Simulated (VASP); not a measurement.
Write the native input for VASP 6.6.1 that does the following.

```
Task                   : single point
Functional             : PBE
Potentials or basis    : VASP PAW PBE potentials, release 64 (Ir)
Cutoff                 : 520 eV
k mesh                 : 15 × 15 × 8
Occupations            : fermi-dirac, width 0.1 eV
Spin                   : no spin polarisation
Dipole correction      : no
Further INCAR settings : ALGO = Normal; EDIFF = 1e-06; NBANDS = 16
```

The structure of Ir lies in POSCAR:

```
Ir
1.0
    2.7847957309      0.0000000000      0.0000000000
   -1.3923978655      2.4117038473      0.0000000000
    0.0000000000      0.0000000000      4.5165992370
Ir
2
Direct
    0.3333333333      0.6666666667      0.2500000000
    0.6666666667      0.3333333333      0.7500000000
```

This cell differs from its parent crystal: volume scaled by 1.04.

One way to write it, as run:

INCAR

```
SYSTEM = Ir
ALGO = Normal
EDIFF = 1E-6
ENCUT = 520
GGA = PE
ISIF = 2
ISMEAR = -1
LASPH = .TRUE.
LCHARG = .FALSE.
LREAL = .FALSE.
LWAVE = .FALSE.
NBANDS = 16
NELM = 100
PREC = Accurate
SIGMA = 0.1
```

KPOINTS

```
k-points
0
G
  15 15 8
  0 0 0
```

Potentials or basis: VASP PAW PBE potentials, release 64 (Ir).

The run is started by

```sh
$ cat potpaw_PBE.64/Ir/POTCAR > POTCAR
$ mpirun -np 1 vasp_std > vasp.out
```

It gave:

```yaml
Pressure: -11.9 GPa
Band_gap_on_the_k_mesh: zero (band 9 reaches 10.19 eV, above the bottom of band 10 at 7.28 eV)
```

Caveat: spin-orbit coupling is left out, which moves the levels of the heavy elements.

It took 67 s on 1 thread of Intel Xeon 6975P-C (shared host), peak memory 0.2 GiB.
